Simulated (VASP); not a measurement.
# Al8As7 (a cell with a defect) in VASP: notebook

Al8As7 (a cell with a defect) is run at these levels: PBE; tasks: single point.

Program: VASP 6.6.1. These are calculated values, not measurements. Logs are shortened: lines on timing, memory, paths and dates and some standing lists are left out, and cuts for length are marked.

### Step 1. The cell of the first run

The cell holds a defect, 15 atoms: a = 8.002 Å, b = 8.002 Å, c = 8.002 Å, α = 60.00°, β = 60.00°, γ = 60.00°.

### Step 2. Single point, PBE

The input, INCAR:

```
SYSTEM = Al8As7
  PREC = Accurate
  ENCUT = 520
  EDIFF = 1E-7
  ISMEAR = 0
  SIGMA = 0.1
  LREAL = Auto
  LASPH = .TRUE.
  NELM = 80
  ALGO = Normal
  ISIF = 2
  LWAVE = .FALSE.
  LCHARG = .FALSE.
  GGA = PE
  NBANDS = 42
```

The input, KPOINTS:

```
Automatic mesh
0
G
  2 2 2
  0 0 0
```

The input, POSCAR:

```
Al8As7
1.0
    0.0000000000      5.6579320000      5.6579320000
    5.6579320000      0.0000000000      5.6579320000
    5.6579320000      5.6579320000      0.0000000000
Al As
8 7
Direct
    0.0056598418     -0.0174335782      0.0052388399
    0.0004478668     -0.0002949841      0.4988294310
    0.0068475549      0.5073758398      0.0064274367
    0.0055104056      0.5059660491      0.4819206912
    0.4994773709     -0.0004856898      0.0001682594
    0.4997728852     -0.0001792174      0.4989614580
    0.4801652795      0.5066401470      0.0058930542
    0.4994800220      0.5009830447      0.4986602879
    0.1239149746      0.1265012552      0.1233106902
    0.1241108942      0.1256582794      0.6248981076
    0.1239113514      0.6241759357      0.6255674335
    0.6253639139      0.1260374815      0.1234006524
    0.6247090810      0.1251640175      0.6243421625
    0.6260285560      0.6240341878      0.1231814027
    0.6252491193      0.6242427445      0.6252728029
```

Potentials or basis: VASP PAW PBE potentials, release 64 (Al, As).

Launch:

```sh
cat potpaw_PBE.64/Al/POTCAR potpaw_PBE.64/As/POTCAR > POTCAR
mpirun -np 1 vasp_std > vasp.out
```

OUTCAR:

```text
SYSTEM = Al8As7
   PREC = Accurate
   ENCUT = 520
   EDIFF = 1E-7
   ISMEAR = 0
   LREAL = Auto
   LASPH = .TRUE.
   NELM = 80
   ISIF = 2
   GGA = PE

 ion  position               nearest neighbor table
   1  0.006  0.983  0.005-   9 2.49  12 2.49  10 2.49
   2  0.000  1.000  0.499-   9 2.45  11 2.45  10 2.45  13 2.45
   3  0.007  0.507  0.006-  14 2.49  11 2.49   9 2.49
   4  0.006  0.506  0.482-  15 2.49  11 2.49  10 2.49
   5  0.499  1.000  0.000-  14 2.45   9 2.45  12 2.45  13 2.46
   6  0.500  1.000  0.499-  12 2.45  15 2.45  13 2.45  10 2.45
   7  0.480  0.507  0.006-  14 2.49  12 2.49  15 2.49
   8  0.499  0.501  0.499-  14 2.45  11 2.45  15 2.45  13 2.46
   9  0.124  0.127  0.123-   2 2.45   5 2.45   1 2.49   3 2.49
  10  0.124  0.126  0.625-   6 2.45   2 2.45   4 2.49   1 2.49
  11  0.124  0.624  0.626-   2 2.45   8 2.45   4 2.49   3 2.49
  12  0.625  0.126  0.123-   6 2.45   5 2.45   1 2.49   7 2.49
  13  0.625  0.125  0.624-   6 2.45   2 2.45   8 2.46   5 2.46
  14  0.626  0.624  0.123-   8 2.45   5 2.45   7 2.49   3 2.49
  15  0.625  0.624  0.625-   6 2.45   8 2.45   4 2.49   7 2.49

  LATTYP: Found a face centered cubic cell.
 ALAT       =    11.3158640000

  Lattice vectors:

 A1 = (   0.0000000000,   5.6579320000,   5.6579320000)
 A2 = (   5.6579320000,   0.0000000000,   5.6579320000)
 A3 = (   5.6579320000,   5.6579320000,   0.0000000000)

Analysis of symmetry for initial positions (statically):
=====================================================================
 Subroutine PRICEL returns:
 Original cell was already a primitive cell.

 Routine SETGRP: Setting up the symmetry group for a
 face centered cubic supercell.

 Subroutine GETGRP returns: Found  1 space group operations
 (whereof  1 operations were pure point group operations)
 out of a pool of 48 trial point group operations.

The static configuration has the point symmetry C_1 .

Analysis of symmetry for dynamics (positions and initial velocities):
=====================================================================
 Subroutine PRICEL returns:
 Original cell was already a primitive cell.

 Routine SETGRP: Setting up the symmetry group for a
 face centered cubic supercell.

 Subroutine GETGRP returns: Found  1 space group operations
 (whereof  1 operations were pure point group operations)
[... 125 lines left out ...]
   EFERMI =   0.00;   METHOD = LEGACY
   ISMEAR =     0;   SIGMA  =   0.10  broadening in eV -4-tet -1-fermi 0-gaus
   EFERMI_NEDOS =   21; number of points for ismear=-14 and -15
   IALGO  =     38    algorithm
   IMIX   =      4    mixing-type and parameters
     AMIX     =   0.40;   BMIX     =  1.00
     AMIX_MAG =   1.60;   BMIX_MAG =  1.00
  volume/ion in A,a.u.               =      24.15       162.97
  Fermi-wavevector in a.u.,A,eV,Ry     =   0.894042  1.689494 10.875281  0.799311
  Thomas-Fermi vector in A             =   2.016196
   LORBIT       =      0    0 simple, 1 ext, 2 COOP (PROOUT), +10 PAW based schemes
   GGA     = PE    functional components
   LHFCALC =     F    Hartree Fock is set to
   AEXX    =    0.0000 exact exchange contribution
   IVDW    =     0    specifies the selected vdW correction
   LEPSILON=     F    determine dielectric tensor
   LRPA    =     F    only Hartree local field effects (RPA)
 non-spin polarized calculation
 Gauss-broadening in eV      SIGMA  =   0.10
  energy-cutoff  :      520.00
  volume of cell :      362.25
 maximum number of plane-waves:      9762
 NGX is ok and might be reduce to    60
   NGX = 29   NGY = 29   NGZ = 29

 number of electron      59.0000000 magnetization

 Free energy of the ion-electron system (eV)
  ---------------------------------------------------
  ext. energy  EPLUGINS =         0.00000000
  ---------------------------------------------------
  free energy    TOTEN  =       -66.22225165 eV

  energy without entropy =      -66.19982597  energy(sigma->0) =      -66.21103881

 E-fermi :   3.5900     XC(G=0):  -8.8048

 val. band max:        3.3270534149   @ k =   0.0000   0.5000   0.5000
 cond. band min:       3.6294449547   @ k =   0.5000   0.5000   0.5000
 fundamental gap:      0.3023915399
 Fermi energy:         3.5899837638

 k-point     1 :       0.0000    0.0000    0.0000
  band No.  band energies     occupation
      1      -8.2037      2.00000
      2      -6.9344      2.00000
      3      -6.9338      2.00000
      4      -6.9329      2.00000
      5      -6.5909      2.00000
      6      -6.3915      2.00000
[... 341 lines left out ...]
     40       7.8480      0.00000
     41       7.9602      0.00000
 [bands above 41 left out]

------------------------ aborting loop because EDIFF is reached ----------------------------------------

  FORCE on cell =-STRESS in cart. coord.  units (eV):
  Direction    XX          YY          ZZ          XY          YZ          ZX
  --------------------------------------------------------------------------------------
  -------------------------------------------------------------------------------------
  Total        1.2600210      1.2580674      1.2523589     -0.0154265     -0.0406643     -0.0107048
  in kB        5.5729508      5.5643101      5.5390621     -0.0682300     -0.1798542     -0.0473464
  external PRESSURE =       5.5587743 kB  Pullay stress =       0.0000000 kB

 VOLUME and BASIS-vectors are now :
 -----------------------------------------------------------------------------
  energy-cutoff  :      520.00
  volume of cell :      362.25
      direct lattice vectors                 reciprocal lattice vectors
     0.000000000  5.657932000  5.657932000    -0.088371511  0.088371511  0.088371511
     5.657932000  0.000000000  5.657932000     0.088371511 -0.088371511  0.088371511
     5.657932000  5.657932000  0.000000000     0.088371511  0.088371511 -0.088371511

 POSITION                                       TOTAL-FORCE (eV/Angst)
 -----------------------------------------------------------------------------------
      5.58893      0.06166      5.59132        -0.001456      0.002624     -0.002161
      8.47861      2.82488      5.65880        -0.000382      0.004093      0.001151
      2.90706      0.07511      2.90944         0.001692      0.004256      0.001530
      5.58940      2.75785      2.89390        -0.001014      0.001597      0.003962
      5.65614      2.82696      8.48119         0.002922      0.003812      0.000658
      8.48001      5.65077      8.48460        -0.000679      0.000737     -0.001251
      2.89988      2.75009      5.58328         0.002457      0.000392     -0.000093
      5.65591      5.64741      5.66055         0.002328      0.000738      0.001372
      1.41342      1.39879      1.41684        -0.000263     -0.002069      0.003265
      4.24660      4.23784      1.41318         0.002043     -0.004899     -0.000439
      7.07096      4.24050      4.23263        -0.000111     -0.000054     -0.012827
      1.41130      4.23646      4.25138        -0.000289     -0.007368      0.006960
      4.24066      7.06705      4.24273        -0.002076     -0.003798      0.000293
      4.22770      4.23898      7.07277        -0.003602     -0.001786      0.000997
      7.06967      7.07537      7.06954        -0.001570      0.001726     -0.003416
 -----------------------------------------------------------------------------------
    total drift:                               -0.021709     -0.042589     -0.005297

  FREE ENERGIE OF THE ION-ELECTRON SYSTEM (eV)
  ---------------------------------------------------
  free  energy   TOTEN  =       -66.2222516545 eV

  energy  without entropy=      -66.1998259708  energy(sigma->0) =      -66.21103881
```

stdout:

```text
POSCAR found type information on POSCAR AlAs
 POSCAR found :  2 types and      15 ions
 scaLAPACK will be used
 LDA part: xc-table for (Slater+PW92), standard interpolation
 POSCAR, INCAR and KPOINTS ok, starting setup
 FFT: planning ... GRIDC
 FFT: planning ... GRID_SOFT
 FFT: planning ... GRID
 WAVECAR not read
 entering main loop
```

Wall time 7.2 min (1 thread of AMD EPYC 7R13, shared host); peak memory 0.46 GiB.

Results:

```
Free energy            : -66.2223 eV
Pressure               : 0.6 GPa
Largest force          : 0.013 eV/Å
Band gap on the k mesh : zero (an odd number of electrons rules out a gap without spin polarisation)
```

Forces in eV/Å, atoms in the order of the input:
```
Al  -0.001  0.003 -0.002
Al   0.000  0.004  0.001
Al   0.002  0.004  0.002
Al  -0.001  0.002  0.004
Al   0.003  0.004  0.001
Al  -0.001  0.001 -0.001
Al   0.002  0.000  0.000
Al   0.002  0.001  0.001
As   0.000 -0.002  0.003
As   0.002 -0.005  0.000
As   0.000  0.000 -0.013
As   0.000 -0.007  0.007
As  -0.002 -0.004  0.000
As  -0.004 -0.002  0.001
As  -0.002  0.002 -0.003
```

Levels at points of the mesh, in eV from the Fermi level:
```csv
k point,band 26,band 27,band 28,band 29,band 30,band 31,band 32,band 33
"(0.00, 0.00, 0.00)",-0.78,-0.29,-0.29,-0.29,1.33,1.33,1.62,2.09
"(0.50, 0.00, 0.00)",-1.05,-1.02,-0.52,-0.52,0.05,2.04,2.04,2.51
"(0.00, 0.50, 0.00)",-1.04,-1.02,-0.52,-0.52,0.05,2.04,2.05,2.51
"(0.00, 0.00, 0.50)",-1.04,-1.03,-0.52,-0.52,0.05,2.04,2.05,2.51
"(0.50, 0.50, 0.50)",-1.05,-1.02,-0.52,-0.51,0.04,2.04,2.04,2.51
"(0.50, 0.50, 0.00)",-1.20,-1.01,-0.86,-0.41,-0.26,1.76,1.76,2.59
"(0.00, 0.50, 0.50)",-1.20,-1.01,-0.86,-0.41,-0.26,1.76,1.76,2.59
"(0.50, 0.00, 0.50)",-1.20,-1.01,-0.86,-0.41,-0.26,1.76,1.76,2.59
```

Caveat: the k points lie up to 0.48 Å⁻¹ apart, too coarse for converged energies and pressures of a metal.

### Step 3. Single point, PBE

The input, INCAR:

```
SYSTEM = Al8As7
PREC = Accurate ; ENCUT = 520
EDIFF = 1E-6 ; ISMEAR = 0
SIGMA = 0.1 ; LREAL = Auto
LASPH = .True. ; NELM = 60
ALGO = Normal ; ISIF = 2
LWAVE = .False. ; LCHARG = .False.
GGA = PE ; NBANDS = 42
```

The input, KPOINTS:

```
Automatic mesh
0
Gamma
  2 2 2
  0 0 0
```

The input, POSCAR:

```
Al8As7
1.0
    0.0000000000      5.6579320000      5.6579320000
    5.6579320000      0.0000000000      5.6579320000
    5.6579320000      5.6579320000      0.0000000000
Al As
8 7
Direct
   -0.0232185541      0.0080016868      0.0069210800
    0.0006001309      0.0009438961      0.4981229007
    0.0000067162      0.5003405838      0.0000775902
    0.0003162816      0.5006984001      0.4975240954
    0.5053934901      0.0057766689      0.0047628710
    0.5039146812      0.0045247981      0.4865707117
    0.5074668625      0.4774961947      0.0065743102
    0.5004595319      0.5011827643      0.4979084231
    0.1252678540      0.1247901177      0.1227528008
    0.1243823715      0.1250541717      0.6257747530
    0.1248958100      0.6253765510      0.6240829688
    0.1264697066      0.6269522150      0.1222955666
    0.6247727085      0.1253586116      0.6245022917
    0.6244440548      0.6256414888      0.1225263930
    0.6246438628      0.6249950512      0.6254556435
```

Potentials or basis: VASP PAW PBE potentials, release 64 (Al, As).

Launch:

```sh
cat potpaw_PBE.64/Al/POTCAR potpaw_PBE.64/As/POTCAR > POTCAR
mpirun -np 1 vasp_std > vasp.out
```

OUTCAR:

```text
SYSTEM = Al8As7
   PREC = Accurate
   ENCUT = 520
   EDIFF = 1E-6
   ISMEAR = 0
   LREAL = Auto
   LASPH = .True.
   NELM = 60
   ISIF = 2
   GGA = PE

 ion  position               nearest neighbor table
   1  0.977  0.008  0.007-  10 2.49   9 2.49  12 2.49
   2  0.001  0.001  0.498-   9 2.45  10 2.45  11 2.45  13 2.46
   3  0.000  0.500  0.000-  12 2.45   9 2.45  14 2.45  11 2.46
   4  0.000  0.501  0.498-  12 2.45  10 2.45  15 2.45  11 2.46
   5  0.505  0.006  0.005-   9 2.49  14 2.49  13 2.49
   6  0.504  0.005  0.487-  15 2.48  10 2.48  13 2.48
   7  0.507  0.477  0.007-  14 2.49  15 2.49  12 2.49
   8  0.500  0.501  0.498-  14 2.45  15 2.45  11 2.45  13 2.46
   9  0.125  0.125  0.123-   2 2.45   3 2.45   5 2.49   1 2.49
  10  0.124  0.125  0.626-   2 2.45   4 2.45   6 2.48   1 2.49
  11  0.125  0.625  0.624-   8 2.45   2 2.45   4 2.46   3 2.46
  12  0.126  0.627  0.122-   4 2.45   3 2.45   7 2.49   1 2.49
  13  0.625  0.125  0.625-   8 2.46   2 2.46   6 2.48   5 2.49
  14  0.624  0.626  0.123-   8 2.45   3 2.45   5 2.49   7 2.49
  15  0.625  0.625  0.625-   8 2.45   4 2.45   6 2.48   7 2.49

  LATTYP: Found a face centered cubic cell.
 ALAT       =    11.3158640000

  Lattice vectors:

 A1 = (   0.0000000000,   5.6579320000,   5.6579320000)
 A2 = (   5.6579320000,   0.0000000000,   5.6579320000)
 A3 = (   5.6579320000,   5.6579320000,   0.0000000000)

Analysis of symmetry for initial positions (statically):
=====================================================================
 Subroutine PRICEL returns:
 Original cell was already a primitive cell.

 Routine SETGRP: Setting up the symmetry group for a
 face centered cubic supercell.

 Subroutine GETGRP returns: Found  1 space group operations
[... 156 lines left out ...]
   LRPA    =     F    only Hartree local field effects (RPA)
 non-spin polarized calculation
 Gauss-broadening in eV      SIGMA  =   0.10
  energy-cutoff  :      520.00
  volume of cell :      362.25
 maximum number of plane-waves:      9762
 NGX is ok and might be reduce to    60
   NGX = 29   NGY = 29   NGZ = 29

 number of electron      59.0000000 magnetization

 Free energy of the ion-electron system (eV)
  ---------------------------------------------------
  ext. energy  EPLUGINS =         0.00000000
  ---------------------------------------------------
  free energy    TOTEN  =       -66.22227381 eV

  energy without entropy =      -66.20030253  energy(sigma->0) =      -66.21128817

 E-fermi :   3.5950     XC(G=0):  -8.8047

 val. band max:        3.3350941388   @ k =   0.5000   0.5000   0.0000
 cond. band min:       3.6287297766   @ k =   0.5000   0.0000   0.0000
 fundamental gap:      0.2936356378
 Fermi energy:         3.5950285271

 k-point     1 :       0.0000    0.0000    0.0000
  band No.  band energies     occupation
      1      -8.2055      2.00000
      2      -6.9373      2.00000
      3      -6.9352      2.00000
      4      -6.9333      2.00000
      5      -6.5931      2.00000
      6      -6.3929      2.00000
[... 341 lines left out ...]
     40       7.8487      0.00000
     41       7.9654      0.00000
 [bands above 41 left out]

------------------------ aborting loop because EDIFF is reached ----------------------------------------

  FORCE on cell =-STRESS in cart. coord.  units (eV):
  Direction    XX          YY          ZZ          XY          YZ          ZX
  --------------------------------------------------------------------------------------
  -------------------------------------------------------------------------------------
  Total        1.3006559      1.3005409      1.2998073      0.1213173     -0.0356154     -0.0319294
  in kB        5.7526747      5.7521663      5.7489216      0.5365744     -0.1575233     -0.1412205
  external PRESSURE =       5.7512542 kB  Pullay stress =       0.0000000 kB

 VOLUME and BASIS-vectors are now :
 -----------------------------------------------------------------------------
  energy-cutoff  :      520.00
  volume of cell :      362.25
      direct lattice vectors                 reciprocal lattice vectors
     0.000000000  5.657932000  5.657932000    -0.088371511  0.088371511  0.088371511
     5.657932000  0.000000000  5.657932000     0.088371511 -0.088371511  0.088371511
     5.657932000  5.657932000  0.000000000     0.088371511  0.088371511 -0.088371511

 POSITION                                       TOTAL-FORCE (eV/Angst)
 -----------------------------------------------------------------------------------
      0.08443      5.56572      5.57184         0.004857     -0.004724     -0.005286
      2.82369      2.82174      0.00874         0.000475     -0.000287      0.002763
      2.83133      0.00048      2.83093         0.002883      0.001921      0.000005
      5.64788      2.81675      2.83471        -0.000823      0.000639     -0.000255
      0.05963      2.88643      2.89217         0.006869      0.006924      0.005589
      2.77858      5.60410      2.87672        -0.006989     -0.006031      0.006498
      2.73884      2.90841      5.57285        -0.004952      0.005719     -0.005104
      5.65279      5.64870      5.66722        -0.001284      0.001946      0.001759
      1.40058      1.40328      1.41481        -0.009355     -0.003091     -0.001548
      4.24814      4.24434      1.41129         0.005315      0.002855     -0.003424
      7.06936      4.23767      4.24499        -0.004164     -0.005753      0.001195
      4.23919      1.40750      4.26281         0.000393     -0.000053      0.004355
      4.24266      7.06831      4.24419         0.000177     -0.003041      0.001310
      4.23308      4.22631      7.07290        -0.001700     -0.002302     -0.001898
      7.07496      7.07298      7.07037         0.008298      0.005278     -0.005958
 -----------------------------------------------------------------------------------
    total drift:                               -0.013111     -0.033069     -0.002126

  FREE ENERGIE OF THE ION-ELECTRON SYSTEM (eV)
  ---------------------------------------------------
  free  energy   TOTEN  =       -66.2222738064 eV

  energy  without entropy=      -66.2003025277  energy(sigma->0) =      -66.21128817
```

stdout:

```text
POSCAR found type information on POSCAR AlAs
 POSCAR found :  2 types and      15 ions
 scaLAPACK will be used
 LDA part: xc-table for (Slater+PW92), standard interpolation
 POSCAR, INCAR and KPOINTS ok, starting setup
 FFT: planning ... GRIDC
 FFT: planning ... GRID_SOFT
 FFT: planning ... GRID
 WAVECAR not read
 entering main loop
```

It took 7.3 min on 1 thread of AMD EPYC 7R13, shared host; peak memory 0.46 GiB.

Results:

```
Free energy            : -66.2223 eV
Pressure               : 0.6 GPa
Largest force          : 0.011 eV/Å
Band gap on the k mesh : zero (an odd number of electrons rules out a gap without spin polarisation)
```

Forces on the atoms (eV/Å):
```
Al   0.005 -0.005 -0.005
Al   0.000  0.000  0.003
Al   0.003  0.002  0.000
Al  -0.001  0.001  0.000
Al   0.007  0.007  0.006
Al  -0.007 -0.006  0.006
Al  -0.005  0.006 -0.005
Al  -0.001  0.002  0.002
As  -0.009 -0.003 -0.002
As   0.005  0.003 -0.003
As  -0.004 -0.006  0.001
As   0.000  0.000  0.004
As   0.000 -0.003  0.001
As  -0.002 -0.002 -0.002
As   0.008  0.005 -0.006
```

Levels at points of the mesh, in eV from the Fermi level:
```csv
k point,band 27,band 28,band 29,band 30,band 31,band 32
"(0.00, 0.00, 0.00)",-0.30,-0.30,-0.29,1.33,1.33,1.61
"(0.50, 0.00, 0.00)",-1.01,-0.52,-0.52,0.03,2.03,2.04
"(0.00, 0.50, 0.00)",-1.01,-0.52,-0.52,0.03,2.03,2.04
"(0.00, 0.00, 0.50)",-1.03,-0.54,-0.54,0.07,2.05,2.05
"(0.50, 0.50, 0.50)",-1.02,-0.53,-0.53,0.06,2.04,2.05
"(0.50, 0.50, 0.00)",-1.02,-0.86,-0.41,-0.26,1.75,1.77
"(0.00, 0.50, 0.50)",-1.02,-0.86,-0.41,-0.26,1.76,1.76
"(0.50, 0.00, 0.50)",-1.02,-0.86,-0.41,-0.26,1.76,1.76
```

Caveat: the k points lie up to 0.48 Å⁻¹ apart, too coarse for converged energies and pressures of a metal.

The gap in the log of VASP goes by the Fermi energy; the results here count the filled bands.